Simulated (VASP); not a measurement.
# Fe (P6_3/mmc) in VASP: further runs

Fe is run at these levels: PBE; tasks: single point, relaxation of cell and atoms.

All numbers are computed with VASP 6.6.1; they aren't measurements. Logs are shortened: lines on timing, memory, paths and dates and some standing lists are left out, and cuts for length are marked.

## (1) The cell of the first run

Symmetry: P6_3/mmc, No. 194, hexagonal system. Conventional cell: a = 2.525 Å, b = 2.525 Å, c = 3.989 Å, α = 90.00°, β = 90.00°, γ = 120.00°. Within 3.3 Å of Fe (site symmetry -6m2) lie 12 Fe at 2.47 to 2.53 Å.

This isn't the form of Fe at room conditions, which is bcc.

## (2) Single point, PBE, collinear spin, antiferromagnetic start (11.02 Å³/atom)

Contents of INCAR:

```
PREC = Accurate ; ENCUT = 600
EDIFF = 1E-6 ; ISMEAR = -1
SIGMA = 0.05 ; LREAL = F
LASPH = T ; NELM = 200
ALGO = Normal ; ISIF = 2
LWAVE = F ; LCHARG = F
ISPIN = 2 ; MAGMOM = 2.5 -2.5
LORBIT = 11 ; LMAXMIX = 4
GGA = PE ; NBANDS = 19
GGA_COMPAT = F
```

Contents of KPOINTS:

```
regular mesh
0
Gamma
  16 16 9
```

Contents of POSCAR:

```
Fe
1.0
    2.5254799129      0.0000000000      0.0000000000
   -1.2627399565      2.1871297613      0.0000000000
    0.0000000000      0.0000000000      3.9891571272
Fe
2
Direct
    0.3333333333      0.6666666667      0.2500000000
    0.6666666667      0.3333333333      0.7500000000
```

Potentials or basis: VASP PAW PBE potentials, release 64 (Fe).

Command:

```console
$ cat potpaw_PBE.64/Fe/POTCAR > POTCAR
$ mpirun -np 1 vasp_std > vasp.out
```

OUTCAR:

```text
PREC = Accurate
   ENCUT = 600
   EDIFF = 1E-6
   ISMEAR = -1
   LREAL = F
   LASPH = T
   NELM = 200
   ISIF = 2
   ISPIN = 2
   LORBIT = 11
   GGA = PE

 ion  position               nearest neighbor table
   1  0.333  0.667  0.250-   2 2.47   2 2.47   2 2.47   2 2.47   2 2.47   2 2.47
   2  0.667  0.333  0.750-   1 2.47   1 2.47   1 2.47   1 2.47   1 2.47   1 2.47

  LATTYP: Found a hexagonal cell.
 ALAT       =     2.5254799129
 C/A-ratio  =     1.5795639897

  Lattice vectors:

 A1 = (   2.5254799129,   0.0000000000,   0.0000000000)
 A2 = (  -1.2627399565,   2.1871297613,   0.0000000000)
 A3 = (   0.0000000000,   0.0000000000,   3.9891571272)

Analysis of symmetry for initial positions (statically):
=====================================================================
 Subroutine PRICEL returns:
 Original cell was already a primitive cell.

 Routine SETGRP: Setting up the symmetry group for a
 hexagonal supercell.

 Subroutine GETGRP returns: Found 24 space group operations
 (whereof 12 operations were pure point group operations)
 out of a pool of 24 trial point group operations.

The static configuration has the point symmetry D_3d.
 The point group associated with its full space group is D_6h.

Analysis of symmetry for dynamics (positions and initial velocities):
=====================================================================
 Subroutine PRICEL returns:
 Original cell was already a primitive cell.

 Routine SETGRP: Setting up the symmetry group for a
 hexagonal supercell.

 Subroutine GETGRP returns: Found 24 space group operations
 (whereof 12 operations were pure point group operations)
 out of a pool of 24 trial point group operations.

The dynamic configuration has the point symmetry D_3d.
 The point group associated with its full space group is D_6h.

Analysis of structural, dynamic, and magnetic symmetry:
=====================================================================
 Subroutine PRICEL returns:
 Original cell was already a primitive cell.

 Routine SETGRP: Setting up the symmetry group for a
 hexagonal supercell.

 Subroutine GETGRP returns: Found 24 space group operations
 (whereof 12 operations were pure point group operations)
 out of a pool of 24 trial point group operations.

The overall configuration has the point symmetry D_3d.
 The point group associated with its full space group is D_6h.

 Subroutine INISYM returns: Found 24 space group operations
 (whereof 12 operations are pure point group operations),
 and found     1 'primitive' translations

----------------------------------------------------------------------------------------

                                     Primitive cell

  volume of cell :      22.0343

  direct lattice vectors                    reciprocal lattice vectors
     2.525479913  0.000000000  0.000000000     0.395964345  0.228610121  0.000000000
    -1.262739956  2.187129761  0.000000000     0.000000000  0.457220243  0.000000000
     0.000000000  0.000000000  3.989157127     0.000000000  0.000000000  0.250679522

  length of vectors
     2.525479913  2.525479913  3.989157127     0.457220243  0.457220243  0.250679522

  position of ions in fractional coordinates (direct lattice)
     0.333333333  0.666666667  0.250000000
     0.666666667  0.333333333  0.750000000

  ion indices of the primitive-cell ions
   primitive index   ion index
                 1           1
                 2           2

----------------------------------------------------------------------------------------

 KPOINTS: regular mesh

Automatic generation of k-mesh.
 Grid dimensions read from file:
 generate k-points for:   16   16    9

 Generating k-lattice:

  Cartesian coordinates                     Fractional coordinates (reciprocal lattice)
     0.024747772  0.014288133  0.000000000     0.062500000  0.000000000  0.000000000
     0.000000000  0.028576265  0.000000000     0.000000000  0.062500000  0.000000000
     0.000000000  0.000000000  0.027853280     0.000000000  0.000000000  0.111111111

  Length of vectors
     0.028576265  0.028576265  0.027853280

  Shift w.r.t. Gamma in fractional coordinates (k-lattice)
     0.000000000  0.000000000  0.000000000

 Subroutine IBZKPT returns following result:
 ===========================================

 Found    150 irreducible k-points:

 Following reciprocal coordinates:
            Coordinates               Weight
  0.000000  0.000000  0.000000      1.000000
  0.062500  0.000000  0.000000      6.000000
  0.125000  0.000000  0.000000      6.000000
  0.187500  0.000000  0.000000      6.000000
  0.250000  0.000000  0.000000      6.000000
  0.312500  0.000000  0.000000      6.000000
[... 16 lines left out ...]
  0.187500  0.187500  0.000000      6.000000
  0.250000  0.187500  0.000000     12.000000
 [... further k-points ...]
   k-points           NKPTS =    150   k-points in BZ     NKDIM =    150   number of bands    NBANDS=     19
   number of dos      NEDOS =    301   number of ions     NIONS =      2
   total plane-waves  NPLWV =  12800
   dimension x,y,z NGX =    20 NGY =   20 NGZ =   32
   dimension x,y,z NGXF=    40 NGYF=   40 NGZF=   64
   ions per type =               2
   NGX,Y,Z   is equivalent  to a cutoff of  13.17, 13.17, 13.34 a.u.
   NGXF,Y,Z  is equivalent  to a cutoff of  26.33, 26.33, 26.67 a.u.
 SYSTEM =  unknown system
   PREC   = accura    normal or accurate (medium, high low for compatibility)
   ISTART =      0    job   : 0-new  1-cont  2-samecut
   ICHARG =      2    charge: 1-file 2-atom 10-const
   ISPIN  =      2    spin polarized calculation?
   LNONCOLLINEAR =      F non collinear calculations
   LSORBIT =      F    spin-orbit coupling
   LASPH  =      T    aspherical Exc in radial PAW
   ENCUT  =  600.0 eV  44.10 Ry    6.64 a.u.   5.04  5.04  7.97*2*pi/ulx,y,z
   NELM   =    200;   NELMIN=  2; NELMDL= -5     # of ELM steps
   EDIFF  = 0.1E-05   stopping-criterion for ELM
   LREAL  =      F    real-space projection
   EDIFFG = 0.1E-04   stopping-criterion for IOM
   NSW    =      0    number of steps for IOM
   IBRION =     -1    ionic relax: 0-MD 1-quasi-New 2-CG
   NFREE  =      0    steps in history (QN), initial steepest desc. (CG)
   ISIF   =      2    stress and relaxation
   ISYM   =      2    0-nonsym 1-usesym 2-fastsym
   POTIM  = 0.5000    time-step for ionic-motion
   TEBEG  =    0.0;   TEEND  =   0.0 temperature during run
   PSTRESS=    0.0 pullay stress
   NELECT =      16.0000    total number of electrons
   NUPDOWN=      -1.0000    fix difference up-down
   EMIN   =  10.00;   EMAX   =-10.00  energy-range for DOS
   EFERMI =   0.00;   METHOD = LEGACY
   ISMEAR =    -1;   SIGMA  =   0.05  broadening in eV -4-tet -1-fermi 0-gaus
   EFERMI_NEDOS =   21; number of points for ismear=-14 and -15
   IALGO  =     38    algorithm
   IMIX   =      4    mixing-type and parameters
     AMIX     =   0.40;   BMIX     =  1.00
     AMIX_MAG =   1.60;   BMIX_MAG =  1.00
  volume/ion in A,a.u.               =      11.02        74.35
  Fermi-wavevector in a.u.,A,eV,Ry     =   1.471459  2.780655 29.459237  2.165193
  Thomas-Fermi vector in A             =   2.586593
   LORBIT       =     11    0 simple, 1 ext, 2 COOP (PROOUT), +10 PAW based schemes
   GGA     = PE    functional components
   LHFCALC =     F    Hartree Fock is set to
   AEXX    =    0.0000 exact exchange contribution
   IVDW    =     0    specifies the selected vdW correction
   LEPSILON=     F    determine dielectric tensor
   LRPA    =     F    only Hartree local field effects (RPA)
 spin polarized calculation
  energy-cutoff  :      600.00
  volume of cell :       22.03
 maximum number of plane-waves:       752
   NGX = 11   NGY = 11   NGZ = 15

 number of electron      16.0000006 magnetization       0.0000000

 number of electron      16.0000006 magnetization      -0.0000000

 Free energy of the ion-electron system (eV)
  ---------------------------------------------------
  ext. energy  EPLUGINS =         0.00000000
  ---------------------------------------------------
  free energy    TOTEN  =       -16.22369546 eV

  energy without entropy =      -16.19995809  energy(sigma->0) =      -16.21182678

 E-fermi :   6.1359     XC(G=0): -13.3313

 val. band max:        6.1356905947   @ k =   0.4375   0.0625   0.3333
 cond. band min:       6.1443379716   @ k =   0.0625   0.0000   0.4444
 fundamental gap:      0.0086473769
 Fermi energy:         6.1358884580

 spin component 1

 k-point     1 :       0.0000    0.0000    0.0000
  band No.  band energies     occupation
      1      -2.4059      1.00000
      2       1.5597      1.00000
      3       4.3471      1.00000
      4       4.3471      1.00000
      5       4.7432      1.00000
      6       5.1099      1.00000
[... 11 lines left out ...]
     18      31.7177      0.00000
     19      31.8234      0.00000
[... 485 lines left out ...]
 k-point    24 :       0.2500    0.1875    0.0000
  band No.  band energies     occupation
      1       1.5637      1.00000
      2       2.6521      1.00000
      3       2.7445      1.00000
      4       3.1564      1.00000
      5       4.0660      1.00000
      6       5.0183      1.00000
[... 11 lines left out ...]
     18      25.5482      0.00000
     19      27.4395      0.00000

 [... further k-points ...]

 spin component 2

 k-point     1 :       0.0000    0.0000    0.0000
  band No.  band energies     occupation
      1      -2.4059      1.00000
      2       1.5597      1.00000
      3       4.3471      1.00000
      4       4.3471      1.00000
      5       4.7432      1.00000
      6       5.1099      1.00000
[... 11 lines left out ...]
     18      31.7176      0.00000
     19      31.8234      0.00000
[... 485 lines left out ...]
 k-point    24 :       0.2500    0.1875    0.0000
  band No.  band energies     occupation
      1       1.5637      1.00000
      2       2.6521      1.00000
      3       2.7445      1.00000
      4       3.1564      1.00000
      5       4.0660      1.00000
      6       5.0183      1.00000
[... 11 lines left out ...]
     18      25.5482      0.00000
     19      27.4395      0.00000

 [... further k-points ...]

------------------------ aborting loop because EDIFF is reached ----------------------------------------

  FORCE on cell =-STRESS in cart. coord.  units (eV):
  Direction    XX          YY          ZZ          XY          YZ          ZX
  --------------------------------------------------------------------------------------
  -------------------------------------------------------------------------------------
  Total       -2.0734620     -2.0734620     -1.3468029      0.0000000      0.0000000     -0.0000000
  in kB     -150.7672603   -150.7672603    -97.9298350      0.0000000      0.0000000     -0.0000000
  external PRESSURE =    -133.1547852 kB  Pullay stress =       0.0000000 kB

 VOLUME and BASIS-vectors are now :
 -----------------------------------------------------------------------------
  energy-cutoff  :      600.00
  volume of cell :       22.03
      direct lattice vectors                 reciprocal lattice vectors
     2.525479913  0.000000000  0.000000000     0.395964345  0.228610121  0.000000000
    -1.262739956  2.187129761  0.000000000     0.000000000  0.457220243  0.000000000
     0.000000000  0.000000000  3.989157127     0.000000000  0.000000000  0.250679522

 POSITION                                       TOTAL-FORCE (eV/Angst)
 -----------------------------------------------------------------------------------
     -0.00000      1.45809      0.99729        -0.000000      0.000000      0.000000
      1.26274      0.72904      2.99187         0.000000      0.000000      0.000000
 -----------------------------------------------------------------------------------
    total drift:                                0.000000     -0.000000     -0.000000

  FREE ENERGIE OF THE ION-ELECTRON SYSTEM (eV)
  ---------------------------------------------------
  free  energy   TOTEN  =       -16.2236954627 eV

  energy  without entropy=      -16.1999580926  energy(sigma->0) =      -16.21182678

 total charge

# of ion       s       p       d       tot
------------------------------------------
    1        0.500   0.566   6.261   7.327
    2        0.500   0.566   6.261   7.327
--------------------------------------------------
tot          1.000   1.132  12.522  14.654

 magnetization (x)

# of ion       s       p       d       tot
------------------------------------------
    1        0.004   0.011   1.029   1.044
    2       -0.004  -0.011  -1.029  -1.044
--------------------------------------------------
tot          0.000   0.000   0.000   0.000
```

It took 4.2 min on 1 thread of Intel Xeon 8259CL, shared host; peak memory 0.23 GiB.

Results:

| Quantity | Value |
| --- | --- |
| Free energy | -16.2237 eV |
| Pressure | -13.3 GPa |
| Band gap on the k mesh | zero (filled and empty bands overlap) |
| Net moment | 0.00 μB per cell |
| Site moments | Fe +1.04, -1.04 μB |
| Valence electrons inside the program's atomic spheres | Fe 7.33 |

Levels at points of the mesh, in eV from the Fermi level:
Spin up:
| k point | band 6 | band 7 | band 8 | band 9 | band 10 | band 11 |
| --- | --- | --- | --- | --- | --- | --- |
| (0.00, 0.00, 0.00) | -1.03 | -1.03 | -0.74 | -0.74 | 0.45 | 0.82 |
| (0.50, 0.00, 0.00) | -1.33 | -0.95 | 0.27 | 1.04 | 1.38 | 2.36 |
Spin down:
```
           k point  band 5  band 6  band 7  band 8  band 9  band 10  band 11  band 12
(0.00, 0.00, 0.00)   -1.39   -1.03   -1.03   -0.74   -0.74     0.45     0.82     0.82
(0.50, 0.00, 0.00)   -1.91   -1.33   -0.95    0.27    1.04     1.38     2.36     4.38
```

Caveat: the cell stands under tension.

[end of part 1 of 2]
